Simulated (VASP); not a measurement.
MnAl3: single point with r2SCAN

Crystal: MnAl3.

```
Al Mn
1.0
     0.00000    3.00783    3.00783
     3.00783    0.00000    3.00783
     3.00783    3.00783    0.00000
Al Mn
3 1
Direct
  0.25000 0.25000 0.25000
  0.75000 0.75000 0.75000
  0.50000 0.50000 0.50000
  0.00000 0.00000 0.00000
```

```json
{
  "Program": "VASP 6.6.1",
  "Task": "single point",
  "Functional": "r2SCAN",
  "Potentials or basis": "VASP PAW PBE potentials, release 64 (Al, Mn_pv)",
  "Cutoff": "520 eV",
  "k mesh": "12 × 12 × 12",
  "Occupations": "gaussian, width 0.1 eV",
  "Spin": "no spin polarisation"
}
```

```yaml
Pressure: -2.3 GPa
Band_gap_on_the_k_mesh: zero (bands 11 and 12 overlap by 1.24 eV)
```

Levels at points of the mesh, in eV from the Fermi level:
| k point | band 9 | band 10 | band 11 | band 12 | band 13 | band 14 |
| --- | --- | --- | --- | --- | --- | --- |
| (0.00, 0.00, 0.00) | -0.90 | 0.01 | 0.01 | 0.01 | 2.66 | 3.32 |
| (0.50, 0.00, 0.00) | -0.56 | -0.56 | -0.43 | -0.43 | 0.32 | 2.46 |
| (0.50, 0.50, 0.00) | -2.13 | -0.56 | -0.56 | -0.17 | 1.57 | 2.35 |

Wall time 92 s on 1 thread of Intel(R) Xeon(R) 6975P-C (Granite Rapids), on a shared host, peak memory 0.22 GiB.

Caveat: the PAW data sets were made with another functional, which shifts forces and pressure a little; the run has no spin polarisation, though such a crystal can be magnetic. Spin polarisation is off, so any magnetic state and its effect on volume and gap are missing.
